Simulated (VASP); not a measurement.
Input of a VASP 6.6.1 run:

Contents of POSCAR:

```
Pt
1.0
    0.0000000000      1.9394301476      1.9394301476
    1.9394301476      0.0000000000      1.9394301476
    1.9394301476      1.9394301476      0.0000000000
Pt
1
Direct
    0.0000000000      0.0000000000      0.0000000000
```

File INCAR.step1:

```
  PREC = Accurate
  ENCUT = 520
  EDIFF = 1E-5
  ISMEAR = -1
  SIGMA = 0.05
  LREAL = F
  LASPH = T
  NELM = 80
  ALGO = Normal
  ISIF = 2
  LWAVE = T
  LCHARG = F
  GGA = PE
  NBANDS = 11
```

INCAR.step2

```
  PREC = Accurate
  ENCUT = 520
  EDIFF = 1E-6
  ISMEAR = -1
  SIGMA = 0.05
  LREAL = F
  LASPH = T
  NELM = 80
  ALGO = Normal
  ISIF = 2
  LWAVE = F
  LCHARG = F
  GGA = PS
  LHFCALC = T
  AEXX = 0.25
  PRECFOCK = Normal
  ISTART = 1
  NBANDS = 11
```

The input KPOINTS:

```
Automatic mesh
0
Gamma
  6 6 6
```

Potentials or basis: VASP PAW PBE potentials, release 64 (Pt).

Command:

```console
$ cat potpaw_PBE.64/Pt/POTCAR > POTCAR
$ cp INCAR.step1 INCAR
$ mpirun -np 1 vasp_std > vasp.out
$ cp INCAR.step2 INCAR
$ mpirun -np 1 vasp_std > vasp.out
```

Question: Predict the pressure.

Answer: 0.1 GPa.

Question: Predict the band gap on the k mesh.

Answer: Zero (bands 5 and 6 overlap by 3.86 eV).

Caveat: the k points lie up to 0.47 Å⁻¹ apart, too coarse for converged energies and pressures of a metal; the PAW data sets were made with another functional, which shifts forces and pressure a little; spin-orbit coupling is left out, which moves the levels of the heavy elements.
